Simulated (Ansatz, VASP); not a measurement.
# AgCl in VASP and in Ansatz

POSCAR

```
AgCl
1.0
    0.0000000000      2.8147472500      2.8563445000
    2.8147472500      0.0000000000      2.8563445000
    2.8147472500      2.8147472500      0.0000000000
Ag Cl
1 1
Direct
    0.5000000000      0.5000000000      0.5000000000
    0.0000000000      0.0000000000      0.0000000000
```

The input INCAR.step1:

```
ALGO = Normal
EDIFF = 1E-4
ENCUT = 520
GGA = PE
ISMEAR = 0
LASPH = T
LCHARG = F
LREAL = F
LWAVE = T
NBANDS = 16
NELM = 60
PREC = Accurate
SIGMA = 0.05
```

The input INCAR.step2:

```
ALGO = Normal
EDIFF = 1E-7
ENCUT = 520
ISIF = 2
ISMEAR = 0
ISTART = 1
LASPH = T
LCHARG = F
LMIXTAU = T
LREAL = F
LWAVE = F
METAGGA = R2SCAN
NBANDS = 16
NELM = 60
PREC = Accurate
SIGMA = 0.05
```

The input KPOINTS:

```
k-points
0
Gamma
  8 8 8
```

Input for Ansatz:

```yaml
crystal:
  lattice:
    - [0.0, 2.81474725, 2.8563445]
    - [2.81474725, 0.0, 2.8563445]
    - [2.81474725, 2.81474725, 0.0]
  atoms:
    - { symbol: Ag, position: [0.5, 0.5, 0.5] }
    - { symbol: Cl, position: [0.0, 0.0, 0.0] }
basis:
  ecutwfc: 500
kpoints:
  mp_grid: { grid: [8, 8, 8] }
hamiltonian:
  xc: r2scan
scf:
  occupations: { method: gaussian, width: 0.05 }
output:
  forces: true
  stress: true
  eigenvalues: true
```

Change from the starting cell: strain +0.015 along x and y, +0.030 along z, atoms carried along.

Alike in both runs: task single point; functional r2SCAN; k mesh 8 × 8 × 8; occupations gaussian, width 0.05 eV; no spin polarisation.

|  | VASP | Ansatz |
| --- | --- | --- |
| version | VASP 6.6.1 | Ansatz 0.2.0 |
| potentials or method | VASP PAW PBE potentials, release 64 (Ag, Cl), cutoff 520 eV | scalar-relativistic, plane waves, PAW |
| valence electrons in the cell | 18 | 26 |

VASP gave:

```
gap on the k mesh at the Fermi level (eV)                     : 1.39
least direct gap on the mesh (eV)                             : 3.51
pressure (GPa)                                                : -2.7
traceless stress, the component that is largest in VASP (GPa) : -0.12
```

Which values does Ansatz return?

gap on the k mesh at the Fermi level (eV): 1.44; least direct gap on the mesh (eV): 3.55; pressure (GPa): -2.6; traceless stress, the component that is largest in VASP (GPa): -0.13.

VASP's potentials were made for PBE, not for r2SCAN. VASP's potentials hold 18 valence electrons a cell and Ansatz's 26, so a difference there can come from the potentials and not from the codes.
